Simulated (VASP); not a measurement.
# O2 in VASP: notebook

O2 is run at these levels: PBEsol; tasks: single point.

All numbers are computed with VASP 6.6.1; they aren't measurements. Logs are shortened: lines on timing, memory, paths and dates and some standing lists are left out, and cuts for length are marked.

**1. The cell of the first run**

The cell holds a molecule in a box, 2 atoms: a = 9.000 Å, b = 9.500 Å, c = 10.000 Å, α = 90.00°, β = 90.00°, γ = 90.00°.

**2. Single point, PBEsol, collinear spin, ferromagnetic start**

INCAR reads:

```
SYSTEM = O
PREC = Accurate
ENCUT = 520
EDIFF = 1E-6
ISMEAR = 0
SIGMA = 0.05
LREAL = .False.
LASPH = .True.
NELM = 150
ALGO = Normal
ISIF = 2
LWAVE = .False.
LCHARG = .False.
ISPIN = 2
MAGMOM = 1 1
LORBIT = 11
GGA = PS
NBANDS = 17
```

KPOINTS reads:

```
regular mesh
0
Gamma
  1 1 1
  0 0 0
```

POSCAR reads:

```
O
1.0
    9.0000000000      0.0000000000      0.0000000000
    0.0000000000      9.5000000000      0.0000000000
    0.0000000000      0.0000000000     10.0000000000
O
2
Direct
    0.5000000000      0.5000000000      0.4394919406
    0.5000000000      0.5000000000      0.5605080594
```

Potentials or basis: VASP PAW PBE potentials, release 64 (O).

Launch:

```sh
$ cat potpaw_PBE.64/O/POTCAR > POTCAR
$ mpirun -np 1 vasp_gam > vasp.out
```

OUTCAR:

```text
SYSTEM = O
   PREC = Accurate
   ENCUT = 520
   EDIFF = 1E-6
   ISMEAR = 0
   LREAL = .False.
   LASPH = .True.
   NELM = 150
   ISIF = 2
   ISPIN = 2
   LORBIT = 11
   GGA = PS

 ion  position               nearest neighbor table
   1  0.500  0.500  0.439-   2 1.21
   2  0.500  0.500  0.561-   1 1.21

  LATTYP: Found a simple orthorhombic cell.
 ALAT       =     9.0000000000
 B/A-ratio  =     1.0555555556
 C/A-ratio  =     1.1111111111

  Lattice vectors:

 A1 = (   9.0000000000,   0.0000000000,   0.0000000000)
 A2 = (   0.0000000000,   9.5000000000,   0.0000000000)
 A3 = (   0.0000000000,   0.0000000000,  10.0000000000)

Analysis of symmetry for initial positions (statically):
=====================================================================
 Subroutine PRICEL returns:
 Original cell was already a primitive cell.

 Routine SETGRP: Setting up the symmetry group for a
 simple orthorhombic supercell.

 Subroutine GETGRP returns: Found  8 space group operations
 (whereof  8 operations were pure point group operations)
 out of a pool of  8 trial point group operations.

The static configuration has the point symmetry D_2h.

Analysis of symmetry for dynamics (positions and initial velocities):
=====================================================================
 Subroutine PRICEL returns:
 Original cell was already a primitive cell.

 Routine SETGRP: Setting up the symmetry group for a
 simple orthorhombic supercell.

 Subroutine GETGRP returns: Found  8 space group operations
 (whereof  8 operations were pure point group operations)
 out of a pool of  8 trial point group operations.

The dynamic configuration has the point symmetry D_2h.

Analysis of structural, dynamic, and magnetic symmetry:
=====================================================================
 Subroutine PRICEL returns:
 Original cell was already a primitive cell.

 Routine SETGRP: Setting up the symmetry group for a
 simple orthorhombic supercell.

 Subroutine GETGRP returns: Found  8 space group operations
 (whereof  8 operations were pure point group operations)
 out of a pool of  8 trial point group operations.

The overall configuration has the point symmetry D_2h.

 Subroutine INISYM returns: Found  8 space group operations
 (whereof  8 operations are pure point group operations),
 and found     1 'primitive' translations

[... 87 lines left out ...]
   IALGO  =     38    algorithm
   IMIX   =      4    mixing-type and parameters
     AMIX     =   0.40;   BMIX     =  1.00
     AMIX_MAG =   1.60;   BMIX_MAG =  1.00
  volume/ion in A,a.u.               =     427.50      2884.91
  Fermi-wavevector in a.u.,A,eV,Ry     =   0.394893  0.746240  2.121703  0.155941
  Thomas-Fermi vector in A             =   1.339966
   LORBIT       =     11    0 simple, 1 ext, 2 COOP (PROOUT), +10 PAW based schemes
   GGA     = PS    functional components
   LHFCALC =     F    Hartree Fock is set to
   AEXX    =    0.0000 exact exchange contribution
   IVDW    =     0    specifies the selected vdW correction
   LEPSILON=     F    determine dielectric tensor
   LRPA    =     F    only Hartree local field effects (RPA)
 spin polarized calculation
 Gauss-broadening in eV      SIGMA  =   0.05
  energy-cutoff  :      520.00
  volume of cell :      855.00
 maximum number of plane-waves:     11510
 NGX is ok and might be reduce to    70
   NGX = 33   NGY = 35   NGZ = 37

 number of electron      12.0000002 magnetization       2.0000001

 Free energy of the ion-electron system (eV)
  ---------------------------------------------------
  ext. energy  EPLUGINS =         0.00000000
  ---------------------------------------------------
  free energy    TOTEN  =       -10.26633406 eV

  energy without entropy =      -10.26633406  energy(sigma->0) =      -10.26633406

 E-fermi :  -6.3788     XC(G=0):  -0.6179

 val. band max:       -6.6252126438   @ k =   0.0000   0.0000   0.0000
 cond. band min:      -4.3618400961   @ k =   0.0000   0.0000   0.0000
 fundamental gap:      2.2633725477
 Fermi energy:        -6.3788457210

 spin component 1

 k-point     1 :       0.0000    0.0000    0.0000
  band No.  band energies     occupation
      1     -32.8603      1.00000
      2     -20.2095      1.00000
      3     -13.3750      1.00000
      4     -13.3750      1.00000
      5     -13.3615      1.00000
      6      -6.6252      1.00000
[... 9 lines left out ...]
     16       2.8073      0.00000
     17       2.8986      0.00000
 Fermi energy:        -6.3788457210

 spin component 2

 k-point     1 :       0.0000    0.0000    0.0000
  band No.  band energies     occupation
      1     -31.6121      1.00000
      2     -18.4290      1.00000
      3     -12.3309      1.00000
      4     -11.5380      1.00000
      5     -11.5380      1.00000
      6      -4.3618      0.00000
[... 9 lines left out ...]
     16       2.9746      0.00000
     17       2.9840      0.00000

------------------------ aborting loop because EDIFF is reached ----------------------------------------

  FORCE on cell =-STRESS in cart. coord.  units (eV):
  Direction    XX          YY          ZZ          XY          YZ          ZX
  --------------------------------------------------------------------------------------
  -------------------------------------------------------------------------------------
  Total       -0.0728412     -0.0726286      1.5755620      0.0000000      0.0000000      0.0000000
  in kB       -0.1364965     -0.1360982      2.9524324      0.0000000      0.0000000      0.0000000
  external PRESSURE =       0.8932792 kB  Pullay stress =       0.0000000 kB

 VOLUME and BASIS-vectors are now :
 -----------------------------------------------------------------------------
  energy-cutoff  :      520.00
  volume of cell :      855.00
      direct lattice vectors                 reciprocal lattice vectors
     9.000000000  0.000000000  0.000000000     0.111111111  0.000000000  0.000000000
     0.000000000  9.500000000  0.000000000     0.000000000  0.105263158  0.000000000
     0.000000000  0.000000000 10.000000000     0.000000000  0.000000000  0.100000000

 POSITION                                       TOTAL-FORCE (eV/Angst)
 -----------------------------------------------------------------------------------
      4.50000      4.75000      4.39492         0.000000      0.000000     -1.368463
      4.50000      4.75000      5.60508         0.000000      0.000000      1.368463
 -----------------------------------------------------------------------------------
    total drift:                                0.000000      0.000000      0.000000

  FREE ENERGIE OF THE ION-ELECTRON SYSTEM (eV)
  ---------------------------------------------------
  free  energy   TOTEN  =       -10.2663340608 eV

  energy  without entropy=      -10.2663340608  energy(sigma->0) =      -10.26633406

 total charge

# of ion       s       p       d       tot
------------------------------------------
    1        1.609   3.307   0.000   4.916
    2        1.609   3.307   0.000   4.916
--------------------------------------------------
tot          3.218   6.615   0.000   9.833

 magnetization (x)

# of ion       s       p       d       tot
------------------------------------------
    1        0.009   0.797   0.000   0.806
    2        0.009   0.797   0.000   0.806
--------------------------------------------------
tot          0.018   1.594   0.000   1.612
```

OSZICAR:

```text
N       E                     dE             d eps       ncg     rms          rms(c)
DAV:   1     0.127916405145E+03    0.12792E+03   -0.32751E+03    84   0.419E+02
DAV:   2     0.222199844902E+02   -0.10570E+03   -0.94571E+02   110   0.848E+01
[... 14 lines left out ...]
DAV:  17    -0.102663017572E+02   -0.30500E-04   -0.83975E-07    69   0.350E-03    0.585E-04
DAV:  18    -0.102663167787E+02   -0.15022E-04   -0.33441E-07    77   0.210E-03    0.400E-04
DAV:  19    -0.102663288475E+02   -0.12069E-04   -0.26730E-07    69   0.195E-03    0.185E-04
DAV:  20    -0.102663321046E+02   -0.32570E-05   -0.52246E-08    77   0.801E-04    0.118E-04
DAV:  21    -0.102663336060E+02   -0.15014E-05   -0.29194E-08    85   0.604E-04    0.677E-05
DAV:  22    -0.102663340608E+02   -0.45474E-06   -0.11102E-08    69   0.375E-04
   1 F= -.10266334E+02 E0= -.10266334E+02  d E =-.803597E-12  mag=     2.0000
```

stdout:

```text
POSCAR found type information on POSCAR O
 POSCAR found :  1 types and       2 ions
 scaLAPACK will be used
 -----------------------------------------------------------------------------
|                                                                             |
|                                                                             |
|     You enforced a specific xc type in the INCAR file but a different       |
|     I HOPE YOU KNOW WHAT YOU ARE DOING!                                     |
|                                                                             |
 -----------------------------------------------------------------------------

 LDA part: xc-table for (Slater+PW92), standard interpolation
 POSCAR, INCAR and KPOINTS ok, starting setup
 FFT: planning ... GRIDC
 FFT: planning ... GRID_SOFT
 FFT: planning ... GRID
 WAVECAR not read
 entering main loop
```

Wall time 2.2 min (1 thread of Intel Xeon 6975P-C, shared host); peak memory 1 GiB.

What came out:

```
Free energy                                           : -10.2663 eV
Largest force                                         : 1.368 eV/Å
Gap between the frontier levels                       : 2.26 eV
Net moment                                            : 2.00 μB per cell
Site moments                                          : O +0.81 μB
Valence electrons inside the program's atomic spheres : O 4.92
```

Forces in eV/Å, atoms in the order of the input:
```
O    0.000  0.000 -1.368
O    0.000  0.000  1.368
```

Caveat: the standard files for N, O and F lose accuracy on very short bonds; the PAW data sets were made with another functional, which shifts forces and pressure a little.

**3. Single point, PBEsol, collinear spin, ferromagnetic start**

Changes to INCAR since step 2:

```diff
@@ -2,3 +2,3 @@
 PREC = Accurate
-ENCUT = 520
+ENCUT = 910
 EDIFF = 1E-6
@@ -8,3 +8,3 @@
 LASPH = .True.
-NELM = 150
+NELM = 200
 ALGO = Normal
@@ -18 +18,3 @@
 NBANDS = 17
+GGA_COMPAT = .False.
+NELMDL = -8
```

KPOINTS is that of step 2.

POSCAR is that of step 2.

Potentials or basis: VASP PAW PBE potentials, release 64 (O_h).

Launch:

```sh
$ cat potpaw_PBE.64/O_h/POTCAR > POTCAR
$ mpirun -np 1 vasp_gam > vasp.out
```

OUTCAR:

```text
SYSTEM = O
   PREC = Accurate
   ENCUT = 910
   EDIFF = 1E-6
   ISMEAR = 0
   LREAL = .False.
   LASPH = .True.
   NELM = 200
   ISIF = 2
   ISPIN = 2
   LORBIT = 11
   GGA = PS
   NELMDL = -8

 ion  position               nearest neighbor table
   1  0.500  0.500  0.439-   2 1.21
   2  0.500  0.500  0.561-   1 1.21

  LATTYP: Found a simple orthorhombic cell.
 ALAT       =     9.0000000000
 B/A-ratio  =     1.0555555556
 C/A-ratio  =     1.1111111111

  Lattice vectors:

 A1 = (   9.0000000000,   0.0000000000,   0.0000000000)
 A2 = (   0.0000000000,   9.5000000000,   0.0000000000)
 A3 = (   0.0000000000,   0.0000000000,  10.0000000000)

Analysis of symmetry for initial positions (statically):
=====================================================================
 Subroutine PRICEL returns:
 Original cell was already a primitive cell.

 Routine SETGRP: Setting up the symmetry group for a
 simple orthorhombic supercell.

 Subroutine GETGRP returns: Found  8 space group operations
 (whereof  8 operations were pure point group operations)
 out of a pool of  8 trial point group operations.

The static configuration has the point symmetry D_2h.

Analysis of symmetry for dynamics (positions and initial velocities):
=====================================================================
 Subroutine PRICEL returns:
 Original cell was already a primitive cell.

 Routine SETGRP: Setting up the symmetry group for a
 simple orthorhombic supercell.

 Subroutine GETGRP returns: Found  8 space group operations
 (whereof  8 operations were pure point group operations)
 out of a pool of  8 trial point group operations.

The dynamic configuration has the point symmetry D_2h.

Analysis of structural, dynamic, and magnetic symmetry:
=====================================================================
 Subroutine PRICEL returns:
 Original cell was already a primitive cell.
[... 124 lines left out ...]

 Free energy of the ion-electron system (eV)
  ---------------------------------------------------
  ext. energy  EPLUGINS =         0.00000000
  ---------------------------------------------------
  free energy    TOTEN  =       -10.45048143 eV

  energy without entropy =      -10.45048143  energy(sigma->0) =      -10.45048143

 E-fermi :  -6.3212     XC(G=0):  -0.6196

 val. band max:       -6.5834139885   @ k =   0.0000   0.0000   0.0000
 cond. band min:      -4.3125430213   @ k =   0.0000   0.0000   0.0000
 fundamental gap:      2.2708709673
 Fermi energy:        -6.3211950845

 spin component 1

 k-point     1 :       0.0000    0.0000    0.0000
  band No.  band energies     occupation
      1     -32.6953      1.00000
      2     -20.2339      1.00000
      3     -13.3822      1.00000
      4     -13.3308      1.00000
      5     -13.3307      1.00000
      6      -6.5835      1.00000
[... 9 lines left out ...]
     16       2.8234      0.00000
     17       2.9143      0.00000
 Fermi energy:        -6.3211950845

 spin component 2

 k-point     1 :       0.0000    0.0000    0.0000
  band No.  band energies     occupation
      1     -31.4629      1.00000
      2     -18.4506      1.00000
      3     -12.3586      1.00000
      4     -11.4921      1.00000
      5     -11.4921      1.00000
      6      -4.3125      0.00000
[... 9 lines left out ...]
     16       2.9936      0.00000
     17       3.0037      0.00000

------------------------ aborting loop because EDIFF is reached ----------------------------------------

  FORCE on cell =-STRESS in cart. coord.  units (eV):
  Direction    XX          YY          ZZ          XY          YZ          ZX
  --------------------------------------------------------------------------------------
  -------------------------------------------------------------------------------------
  Total       -0.1329496     -0.1288826      0.1266850      0.0000000      0.0000000      0.0000000
  in kB       -0.2491331     -0.2415121      0.2373940      0.0000000      0.0000000      0.0000000
  external PRESSURE =      -0.0844171 kB  Pullay stress =       0.0000000 kB

 VOLUME and BASIS-vectors are now :
 -----------------------------------------------------------------------------
  energy-cutoff  :      910.00
  volume of cell :      855.00
      direct lattice vectors                 reciprocal lattice vectors
     9.000000000  0.000000000  0.000000000     0.111111111  0.000000000  0.000000000
     0.000000000  9.500000000  0.000000000     0.000000000  0.105263158  0.000000000
     0.000000000  0.000000000 10.000000000     0.000000000  0.000000000  0.100000000

 POSITION                                       TOTAL-FORCE (eV/Angst)
 -----------------------------------------------------------------------------------
      4.50000      4.75000      4.39492         0.000000      0.000000     -0.195401
      4.50000      4.75000      5.60508         0.000000      0.000000      0.195401
 -----------------------------------------------------------------------------------
    total drift:                                0.000000     -0.000000      0.000000

  FREE ENERGIE OF THE ION-ELECTRON SYSTEM (eV)
  ---------------------------------------------------
  free  energy   TOTEN  =       -10.4504814279 eV

  energy  without entropy=      -10.4504814279  energy(sigma->0) =      -10.45048143

 total charge

# of ion       s       p       d       tot
------------------------------------------
    1        1.083   2.221   0.000   3.304
    2        1.083   2.221   0.000   3.304
--------------------------------------------------
tot          2.166   4.441   0.000   6.608

 magnetization (x)

# of ion       s       p       d       tot
------------------------------------------
    1        0.013   0.607   0.000   0.620
    2        0.013   0.607   0.000   0.620
--------------------------------------------------
tot          0.026   1.213   0.000   1.240
```

Wall time 4.6 min (1 thread of Intel Xeon Platinum 8259CL at 2.50GHz (Skylake/Cascade Lake), shared host); peak memory 1.8 GiB.

Results:

- Free energy: -10.4505 eV
- Largest force: 0.195 eV/Å
- Gap between the frontier levels: 2.27 eV
- Net moment: 2.00 μB per cell
- Site moments: O +0.62 μB
- Valence electrons inside the program's atomic spheres: O 3.30

Forces in eV/Å, atoms in the order of the input:
```
O    0.000  0.000 -0.195
O    0.000  0.000  0.195
```

Levels at points of the mesh, in eV from the valence-band top:
Spin up:
```tsv
k point	band 3	band 4	band 5	band 6	band 7	band 8	band 9	band 10	band 11	band 12
(0.00, 0.00, 0.00)	-6.80	-6.75	-6.75	0.00	0.00	6.33	7.56	7.89	7.89	8.05
```
Spin down:
```
           k point  band 1  band 2  band 3  band 4  band 5  band 6  band 7  band 8  band 9  band 10
(0.00, 0.00, 0.00)  -24.88  -11.87   -5.78   -4.91   -4.91    2.27    2.27    6.44    7.78     7.95
```

Caveat: the cutoff is under 1.25 times the usual one of these potentials, so pressure, stress and relaxed cells hold a basis-set (Pulay) error; the PAW data sets were made with another functional, which shifts forces and pressure a little.
